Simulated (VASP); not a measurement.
Au: single point with PBEsol

The system is Au.

```
CELL_PARAMETERS angstrom
2.82051 0.00000 0.00000
-1.41025 2.44263 0.00000
0.00000 0.00000 4.74623
ATOMIC_POSITIONS crystal
Au 0.33333 0.66667 0.75000
Au 0.66667 0.33333 0.25000
```

```
Program             : VASP 6.6.1
Task                : single point
Functional          : PBEsol
Potentials or basis : VASP PAW PBE potentials, release 64 (Au)
Cutoff              : 520 eV
k mesh              : 13 × 13 × 7
Occupations         : fermi-dirac, width 0.1 eV
Spin                : no spin polarisation
```

```yaml
Pressure: 7.6 GPa
Band_gap_on_the_k_mesh: zero (band 11 reaches 13.15 eV, above the bottom of band 12 at 7.41 eV)
```

Stress tensor (GPa, compression positive):
```
8.09 0.00 0.00
0.00 8.09 0.00
0.00 0.00 6.60
```

Levels at points of the mesh, in eV from the Fermi level:
| k point | band 9 | band 10 | band 11 | band 12 | band 13 | band 14 |
| --- | --- | --- | --- | --- | --- | --- |
| (0.00, 0.00, 0.00) | -3.59 | -2.12 | -2.12 | -1.33 | 2.95 | 14.64 |

Run time: 44 s on 1 thread of Intel Xeon 8259CL (shared host), peak memory 0.18 GiB.

Caveat: the PAW data sets were made with another functional, which shifts forces and pressure a little; spin-orbit coupling is left out, which moves the levels of the heavy elements.
